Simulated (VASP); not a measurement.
Ti:

```
CELL_PARAMETERS angstrom
2.95000 0.00000 0.00000
-1.47500 2.55477 0.00000
0.00000 0.00000 4.68000
ATOMIC_POSITIONS crystal
Ti 0.33333 0.66667 0.25000
Ti 0.66667 0.33333 0.75000
```

| Property | Result |
| --- | --- |
| Program | VASP 6.6.1 |
| Task | relaxation of cell and atoms |
| Functional | PBEsol |
| Potentials or basis | VASP PAW PBE potentials, release 64 (Ti_sv) |
| Cutoff | 500 eV |
| k mesh | 7 × 7 × 4 |
| Occupations | methfessel-paxton, width 0.05 eV |
| Spin | no spin polarisation |

At the start: pressure -5.9 GPa; volume 17.64 Å³/atom.

**Question.** Where does the relaxation end?

**Answer.** Over 10 steps the energy falls by 18.6 meV/atom and the volume is 16.70 Å³/atom (-5.3 %); space group P6_3/mmc (No. 194, to 0.1 Å) before and after.

The path:
| step | energy change (eV) | largest force (eV/Å) | pressure (GPa) | volume (Å³) |
| --- | --- | --- | --- | --- |
| 1 | 0.0000 | 0.0000 | -5.92 | 35.27 |
| 2 | -0.0149 | 0.0000 | 5.35 | 32.05 |
| 3 | -0.0365 | 0.0000 | 0.03 | 33.40 |
| 4 | -0.0365 | 0.0000 | 0.16 | 33.36 |
| 5 | -0.0372 | 0.0000 | 0.13 | 33.36 |
| 6 | -0.0373 | 0.0000 | 0.12 | 33.36 |
| 7 | -0.0373 | 0.0000 | 0.12 | 33.36 |
| 8 | -0.0373 | 0.0000 | 0.12 | 33.36 |
| 9 | -0.0373 | 0.0000 | -0.10 | 33.43 |
| 10 | -0.0373 | 0.0000 | 0.00 | 33.40 |

Final structure:
```cif
data_structure
_symmetry_space_group_name_H-M 'P 1'
_symmetry_Int_Tables_number 1
_cell_length_a 2.8844
_cell_length_b 2.8844
_cell_length_c 4.6352
_cell_angle_alpha 90.000
_cell_angle_beta 90.000
_cell_angle_gamma 120.000
_cell_volume 33.40
loop_
_atom_site_label
_atom_site_type_symbol
_atom_site_fract_x
_atom_site_fract_y
_atom_site_fract_z
_atom_site_occupancy
Ti1 Ti 0.33333 0.66667 0.25000 1
Ti2 Ti 0.66667 0.33333 0.75000 1
```

Caveat: the PAW data sets were made with another functional, which shifts forces and pressure a little.
